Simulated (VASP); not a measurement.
Wanted: the native input for a VASP 6.6.1 run.

- Task: single point
- Functional: PBE
- Potentials or basis: VASP PAW PBE potentials, release 64 (W_sv, Si, Ti_sv)
- Cutoff: 520 eV
- k mesh: 9 × 9 × 9
- Occupations: methfessel-paxton, width 0.2306 eV
- Spin: no spin polarisation
- Dipole correction: no
- k mesh for the DOS: 14 × 14 × 14
- Occupations for the DOS: tetrahedron
- Further INCAR settings: ALGO = Normal; EDIFF = 1e-06

Ti2Si4W:

```
CELL_PARAMETERS angstrom
-3.11767 3.11767 2.54727
3.11767 -3.11767 2.54727
3.11767 3.11767 -2.54727
ATOMIC_POSITIONS crystal
W 0.00000 0.00000 0.00000
Si 0.30300 0.30300 0.60600
Si 0.30300 0.69700 0.00000
Si 0.69700 0.69700 0.39400
Si 0.69700 0.30300 0.00000
Ti 0.75000 0.25000 0.50000
Ti 0.25000 0.75000 0.50000
```

The input as run:

POSCAR

```
Ti2Si4W
1.0
   -3.1176660000      3.1176660000      2.5472710000
    3.1176660000     -3.1176660000      2.5472710000
    3.1176660000      3.1176660000     -2.5472710000
W Si Ti
1 4 2
Direct
    0.0000000000      0.0000000000      0.0000000000
    0.3030000000      0.3030000000      0.6060000000
    0.3030000000      0.6970000000      0.0000000000
    0.6970000000      0.6970000000      0.3940000000
    0.6970000000      0.3030000000      0.0000000000
    0.7500000000      0.2500000000      0.5000000000
    0.2500000000      0.7500000000      0.5000000000
```

INCAR.step1

```
SYSTEM = Ti2Si4W
ALGO = Normal
EDIFF = 1E-6
ENCUT = 520
GGA = PE
ISIF = 2
ISMEAR = 1
LASPH = .True.
LCHARG = .True.
LMAXMIX = 4
LREAL = .False.
LWAVE = .False.
NBANDS = 36
NELM = 60
PREC = Accurate
SIGMA = 0.2306
```

KPOINTS.step1

```
k-points
0
Gamma
  9 9 9
  0 0 0
```

INCAR.step2

```
SYSTEM = Ti2Si4W
ALGO = Normal
EDIFF = 1E-6
ENCUT = 520
GGA = PE
ICHARG = 11
ISIF = 2
ISMEAR = -5
LASPH = .True.
LCHARG = .False.
LMAXMIX = 4
LORBIT = 11
LREAL = .False.
LWAVE = .False.
NEDOS = 1001
NELM = 60
PREC = Accurate
SIGMA = 0.2306
```

KPOINTS.step2

```
k-points
0
Gamma
  14 14 14
  0 0 0
```

Potentials or basis: VASP PAW PBE potentials, release 64 (W_sv, Si, Ti_sv).

The run is started by

```bash
$ cat potpaw_PBE.64/W_sv/POTCAR potpaw_PBE.64/Si/POTCAR potpaw_PBE.64/Ti_sv/POTCAR > POTCAR
$ cp INCAR.step1 INCAR
$ cp KPOINTS.step1 KPOINTS
$ mpirun -np 1 vasp_std > vasp.out
$ cp INCAR.step2 INCAR
$ cp KPOINTS.step2 KPOINTS
$ mpirun -np 1 vasp_std > vasp.out
```

Results of the run:

```
Valence electrons inside the program's atomic spheres : W 11.81; Si 1.63; Ti 10.59
```

Run time: 24 min on 1 thread of Oxide Virtual Turin-like Processor, with other jobs on the host, peak memory 0.73 GiB.
